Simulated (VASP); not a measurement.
# Ca (Pm-3m) in VASP: notebook, part 2 of 2

VASP 6.6.1. The steps go on from the part before.

### 3 Single point, PBE

Input file INCAR:

```
SYSTEM = Ca
ALGO = Normal ; EDIFF = 1E-7
ENCUT = 520 ; GGA = PE
ISIF = 2 ; ISMEAR = -1
LASPH = .True. ; LCHARG = .False.
LREAL = .False. ; LWAVE = .False.
NBANDS = 11 ; NELM = 80
PREC = Accurate ; SIGMA = 0.1
```

Input file KPOINTS:

```
k-points
0
Gamma
  14 14 14
  0 0 0
```

Input file POSCAR:

```
Ca
1.0
    2.5567180520      0.0000000000      0.0000000000
    0.0000000000      2.5567180520      0.0000000000
    0.0000000000      0.0000000000      2.5567180520
Ca
1
Direct
    0.0000000000      0.0000000000      0.0000000000
```

Potentials or basis: VASP PAW PBE potentials, release 64 (Ca_sv).

Run with:

```
> cat potpaw_PBE.64/Ca_sv/POTCAR > POTCAR
> mpirun -np 1 vasp_std > vasp.out
```

OUTCAR:

```text
SYSTEM = Ca
   EDIFF = 1E-7
   ENCUT = 520
   GGA = PE
   ISIF = 2
   ISMEAR = -1
   LASPH = .True.
   LREAL = .False.
   NELM = 80
   PREC = Accurate

 ion  position               nearest neighbor table
   1  0.000  0.000  0.000-

  LATTYP: Found a simple cubic cell.
 ALAT       =     2.5567180520

  Lattice vectors:

 A1 = (   2.5567180520,   0.0000000000,   0.0000000000)
 A2 = (   0.0000000000,   2.5567180520,   0.0000000000)
 A3 = (   0.0000000000,   0.0000000000,   2.5567180520)

Analysis of symmetry for initial positions (statically):
=====================================================================
 Subroutine PRICEL returns:
 Original cell was already a primitive cell.

 Routine SETGRP: Setting up the symmetry group for a
 simple cubic supercell.

 Subroutine GETGRP returns: Found 48 space group operations
 (whereof 48 operations were pure point group operations)
 out of a pool of 48 trial point group operations.

The static configuration has the point symmetry O_h .

Analysis of symmetry for dynamics (positions and initial velocities):
[... 164 lines left out ...]
 k-point     1 :       0.0000    0.0000    0.0000
  band No.  band energies     occupation
      1     -34.6199      2.00000
      2     -13.9777      2.00000
      3     -13.9777      2.00000
      4     -13.9777      2.00000
      5       2.9291      2.00000
      6       6.9060      1.46938
      7       6.9060      1.46938
      8      15.2925      0.00000
      9      15.2925      0.00000
     10      15.2925      0.00000
     11      24.9543      0.00000
[... 309 lines left out ...]
 k-point    24 :       0.3571    0.2143    0.0000
  band No.  band energies     occupation
      1     -33.9828      2.00000
      2     -16.1734      2.00000
      3     -14.8568      2.00000
      4     -13.6417      2.00000
      5       6.1199      1.99972
      6       8.1661      0.00002
      7      10.2373      0.00000
      8      12.5321      0.00000
      9      12.6285      0.00000
     10      14.1810      0.00000
     11      19.7509      0.00000

 [... further k-points ...]

------------------------ aborting loop because EDIFF is reached ----------------------------------------

  FORCE on cell =-STRESS in cart. coord.  units (eV):
  Direction    XX          YY          ZZ          XY          YZ          ZX
  --------------------------------------------------------------------------------------
  -------------------------------------------------------------------------------------
  Total        5.4266874      5.4266874      5.4266874      0.0000000      0.0000000      0.0000000
  in kB      520.2317785    520.2317785    520.2317785      0.0000000      0.0000000      0.0000000
  external PRESSURE =     520.2317785 kB  Pullay stress =       0.0000000 kB

 VOLUME and BASIS-vectors are now :
 -----------------------------------------------------------------------------
  energy-cutoff  :      520.00
  volume of cell :       16.71
      direct lattice vectors                 reciprocal lattice vectors
     2.556718052  0.000000000  0.000000000     0.391126428  0.000000000  0.000000000
     0.000000000  2.556718052  0.000000000     0.000000000  0.391126428  0.000000000
     0.000000000  0.000000000  2.556718052     0.000000000  0.000000000  0.391126428

 POSITION                                       TOTAL-FORCE (eV/Angst)
 -----------------------------------------------------------------------------------
      0.00000      0.00000      0.00000         0.000000      0.000000      0.000000
 -----------------------------------------------------------------------------------
    total drift:                                0.000000      0.000000      0.000000

  FREE ENERGIE OF THE ION-ELECTRON SYSTEM (eV)
  ---------------------------------------------------
  free  energy   TOTEN  =         0.5595484908 eV

  energy  without entropy=        0.5763725741  energy(sigma->0) =        0.56796053
```

OSZICAR:

```text
N       E                     dE             d eps       ncg     rms          rms(c)
DAV:   1     0.738537731625E+02    0.73854E+02   -0.57279E+03  2640   0.964E+02
DAV:   2     0.178639686417E+01   -0.72067E+02   -0.70810E+02  2844   0.243E+02
DAV:   3     0.476954779466E+00   -0.13094E+01   -0.12981E+01  3360   0.322E+01
DAV:   4     0.448928693779E+00   -0.28026E-01   -0.27991E-01  3092   0.412E+00
DAV:   5     0.448133951937E+00   -0.79474E-03   -0.79469E-03  3331   0.490E-01    0.288E+00
DAV:   6     0.527347683004E+00    0.79214E-01   -0.32005E-02  3868   0.118E+00    0.149E+00
DAV:   7     0.560206974128E+00    0.32859E-01   -0.42345E-02  4030   0.119E+00    0.188E-01
DAV:   8     0.559528725449E+00   -0.67825E-03   -0.22452E-03  4043   0.480E-01    0.261E-02
DAV:   9     0.559545680596E+00    0.16955E-04   -0.11396E-04  3224   0.987E-02    0.220E-02
DAV:  10     0.559547867151E+00    0.21866E-05   -0.45603E-06  2857   0.228E-02    0.162E-03
DAV:  11     0.559548367782E+00    0.50063E-06   -0.73129E-07  3878   0.454E-03    0.879E-04
DAV:  12     0.559548515233E+00    0.14745E-06   -0.22603E-08  1560   0.166E-03    0.141E-04
DAV:  13     0.559548490791E+00   -0.24442E-07   -0.55695E-09  1416   0.602E-04
   1 F= 0.55954849E+00 E0= 0.56796053E+00  d E =-.168241E-01
```

stdout:

```text
POSCAR found type information on POSCAR Ca
 POSCAR found :  1 types and       1 ions
 scaLAPACK will be used
 LDA part: xc-table for (Slater+PW92), standard interpolation
 POSCAR, INCAR and KPOINTS ok, starting setup
 FFT: planning ... GRIDC
 FFT: planning ... GRID_SOFT
 FFT: planning ... GRID
 WAVECAR not read
 entering main loop
```

Wall time 12 s (1 thread of Intel Xeon Platinum 8375C at 2.90GHz (Ice Lake), shared host); peak memory 0.14 GiB.

What came out:

```
Free energy            : 0.5595 eV
Pressure               : 52.0 GPa
Band gap on the k mesh : zero (bands 5 and 6 overlap by 1.40 eV)
```

Caveat: the cell stands under pressure.

### 4 Relaxation of cell and atoms, PBE, target pressure 51 GPa, at which the enthalpy is minimised

Input file INCAR:

```
SYSTEM = Ca
ALGO = Normal
EDIFF = 1E-6
EDIFFG = -0.005
ENCUT = 600
GGA = PE
IBRION = 2
ISIF = 3
ISMEAR = -1
LASPH = .True.
LCHARG = .False.
LREAL = .False.
LWAVE = .False.
NELM = 100
NSW = 32
PREC = Accurate
PSTRESS = 510.0
SIGMA = 0.1
```

KPOINTS is that of step 3.

POSCAR is that of step 3.

Run with:

```
> cat potpaw_PBE.64/Ca_sv/POTCAR > POTCAR
> mpirun -np 1 vasp_std > vasp.out
```

Run time: 27 s. Hardware: 1 thread of Intel Xeon Platinum 8375C at 2.90GHz (Ice Lake), shared host; peak memory 0.14 GiB.

The run converged. Its results:

```yaml
Free_energy: 0.5152 eV
Relaxed_volume: 16.85 Å³/atom
Relaxed_cell: a = 2.564 Å, b = 2.564 Å, c = 2.564 Å, α = 90.00°, β = 90.00°, γ = 90.00°
Space_group_after_relaxing_to_0.1_Å: Pm-3m (No. 221)
Energy_change_on_relaxing_the_run_minimises_the_enthalpy: -43.7 meV/atom
Ionic_steps: 3
Pressure_after_relaxing: 51.0 GPa
Band_gap_on_the_k_mesh: zero (bands 5 and 6 overlap by 1.34 eV)
```

The path:
| step | energy change (eV) | largest force (eV/Å) | pressure (GPa) | volume (Å³) |
| --- | --- | --- | --- | --- |
| 1 | 0.0000 | 0.0000 | 52.04 | 16.71 |
| 2 | -0.0840 | 0.0000 | 50.01 | 16.98 |
| 3 | -0.0437 | 0.0000 | 51.01 | 16.85 |

Final structure:
```xyz
1
Lattice="2.5636 0.0000 0.0000 0.0000 2.5636 0.0000 0.0000 0.0000 2.5636" Properties=species:S:1:pos:R:3 pbc="T T T"
Ca    0.0000    0.0000    0.0000
```

Levels at points of the mesh, in eV from the Fermi level:
```csv
k point,band 1,band 2,band 3,band 4,band 5,band 6,band 7,band 8,band 9
"(0.00, 0.00, 0.00)",-41.61,-21.01,-21.01,-21.01,-4.10,-0.08,-0.08,8.24,8.24
"(0.50, 0.00, 0.00)",-41.07,-23.83,-20.72,-20.72,0.24,1.15,1.80,4.69,4.69
"(0.50, 0.50, 0.00)",-40.57,-23.27,-23.27,-20.47,-3.08,2.29,5.56,5.56,8.20
"(0.50, 0.50, 0.50)",-40.11,-22.80,-22.80,-22.80,-0.69,-0.69,-0.69,7.68,10.48
```

Caveat: the cell is relaxed towards a set pressure, so the run minimises the enthalpy, not the energy.

### 5 Relaxation of cell and atoms, PBE, target pressure 51 GPa, at which the enthalpy is minimised

This run uses another cell than the first one, of 18.00 Å³/atom.

Input file INCAR:

```
SYSTEM = Ca
  PREC = Accurate
  ENCUT = 600
  EDIFF = 1E-6
  ISMEAR = -1
  SIGMA = 0.1
  LREAL = .FALSE.
  LASPH = .TRUE.
  NELM = 100
  ALGO = Normal
  ISIF = 3
  LWAVE = .FALSE.
  LCHARG = .FALSE.
  GGA = PE
  IBRION = 2
  NSW = 60
  EDIFFG = -0.005
  PSTRESS = 510.0
```

Input file KPOINTS:

```
regular mesh
0
G
  14 14 14
  0 0 0
```

Input file POSCAR:

```
Ca
1.0
    2.6207140412      0.0000000000      0.0000000000
    0.0000000000      2.6207140412      0.0000000000
    0.0000000000      0.0000000000      2.6207140412
Ca
1
Direct
    0.0000000000      0.0000000000      0.0000000000
```

Run with:

```
> cat potpaw_PBE.64/Ca_sv/POTCAR > POTCAR
> mpirun -np 1 vasp_std > vasp.out
```

Run time: 68 s. Hardware: 1 thread of Intel Xeon Platinum 8375C at 2.90GHz (Ice Lake), shared host; peak memory 0.17 GiB.

It converged, with:

```
Free energy                                                : 0.5145 eV
Relaxed volume                                             : 16.85 Å³/atom
Relaxed cell                                               : a = 2.564 Å, b = 2.564 Å, c = 2.564 Å, α = 90.00°, β = 90.00°, γ = 90.00°
Space group after relaxing (to 0.1 Å)                      : Pm-3m (No. 221)
Energy change on relaxing (the run minimises the enthalpy) : +335.2 meV/atom
Ionic steps                                                : 6
Pressure after relaxing                                    : 51.0 GPa
Band gap on the k mesh                                     : zero (bands 5 and 6 overlap by 1.35 eV)
```

The path:
| step | energy change (eV) | largest force (eV/Å) | pressure (GPa) | volume (Å³) |
| --- | --- | --- | --- | --- |
| 1 | 0.0000 | 0.0000 | 42.61 | 18.00 |
| 2 | 0.7526 | 0.0000 | 61.30 | 15.65 |
| 3 | 0.3320 | 0.0000 | 50.92 | 16.86 |
| 4 | 0.3391 | 0.0000 | 51.09 | 16.84 |
| 5 | 0.3325 | 0.0000 | 50.93 | 16.86 |
| 6 | 0.3352 | 0.0000 | 50.96 | 16.85 |

Final structure:
```
Ca
1.0
     2.56368    0.00000    0.00000
     0.00000    2.56368    0.00000
     0.00000    0.00000    2.56368
Ca
1
Direct
  0.00000 0.00000 0.00000
```

Levels at points of the mesh, in eV from the Fermi level:
| k point | band 3 | band 4 | band 5 | band 6 | band 7 | band 8 |
| --- | --- | --- | --- | --- | --- | --- |
| (0.00, 0.00, 0.00) | -21.01 | -21.01 | -4.09 | -0.08 | -0.08 | 8.24 |
| (0.50, 0.00, 0.00) | -20.72 | -20.72 | 0.24 | 1.15 | 1.80 | 4.69 |
| (0.50, 0.50, 0.00) | -23.27 | -20.47 | -3.08 | 2.29 | 5.56 | 5.56 |
| (0.50, 0.50, 0.50) | -22.80 | -22.80 | -0.70 | -0.70 | -0.70 | 7.68 |

Caveat: the cell is relaxed towards a set pressure, so the run minimises the enthalpy, not the energy.

### 6 Summary

```csv
task,cell,cutoff (eV),gap on the mesh (eV),pressure (GPa)
single point,"a = 2.557 Å, 1 atom",520,none,52.0
relaxation of cell and atoms,"relaxed to 51 GPa from a = 2.557 Å, 1 atom",600,none,51.0
relaxation of cell and atoms,"relaxed to 51 GPa from a = 2.621 Å, 1 atom",600,none,51.0
```

Alike in all rows: level PBE; potentials or basis VASP PAW PBE potentials, release 64 (Ca_sv); no spin polarisation; k mesh 14 × 14 × 14; smearing fermi-dirac 0.1 eV.

Caveats: the cell is relaxed towards a set pressure, so the run minimises the enthalpy, not the energy (at least some runs); the cell stands under pressure (at least some runs).

Absolute energies hang on the potentials; compare differences alone.
